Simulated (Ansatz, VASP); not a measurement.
# Fe in VASP and in Ansatz

File INCAR:

```
  PREC = Accurate
  ENCUT = 600
  EDIFF = 1E-6
  ISMEAR = -1
  SIGMA = 0.1
  LREAL = False
  LASPH = True
  NELM = 120
  ALGO = Normal
  ISIF = 2
  LWAVE = False
  LCHARG = False
  GGA = RP
  NBANDS = 14
  GGA_COMPAT = False
```

Contents of KPOINTS:

```
regular mesh
0
Gamma
  15 15 15
```

File POSCAR:

```
Fe
1.0
    2.2252782311      0.0000000000      0.0000000000
    0.0000000000      2.2252782311      0.0000000000
    0.0000000000      0.0000000000      2.2252782311
Fe
1
Direct
    0.0000000000      0.0000000000      0.0000000000
```

Input for Ansatz:

```yaml
crystal:
  lattice:
    - [2.2252782311, 0.0, 0.0]
    - [0.0, 2.2252782311, 0.0]
    - [0.0, 0.0, 2.2252782311]
  atoms:
    - { symbol: Fe, position: [0.0, 0.0, 0.0] }
hamiltonian:
  xc: rpbe
  pseudopotentials:
    kind: paw
    azcp:
      Fe: "pseudopotentials/Fe.paw.azcp"
basis:
  ecutwfc: 420
  fft_grid_basis: typed
kpoints:
  mp_grid: { grid: [15, 15, 15], shift: [0, 0, 0] }
magnetization:
  spin_polarized: false
scf:
  occupations: { method: fermi_dirac, width: 0.1 }
  lower_state_search: "off"
output:
  stress: true
  write_density: true
  write_potential: true
  elf: true
  volumetric_format: npy
```

Alike in both runs: task single point; functional RPBE; k mesh 15 × 15 × 15; occupations fermi-dirac, width 0.1 eV; no spin polarisation.

```csv
,VASP,Ansatz
version,VASP 6.6.1,Ansatz 0.2.0
potentials or method,"VASP PAW PBE potentials, release 64 (Fe_sv), cutoff 600 eV","plane waves (420 eV) with PAW, scalar-relativistic"
valence electrons in the cell,16,16
```

|  | VASP | Ansatz | Ansatz less VASP |
| --- | --- | --- | --- |
| pressure (GPa) | 15.3 | 19.0 | +3.70 |

VASP's potentials were made for PBE, not for RPBE.
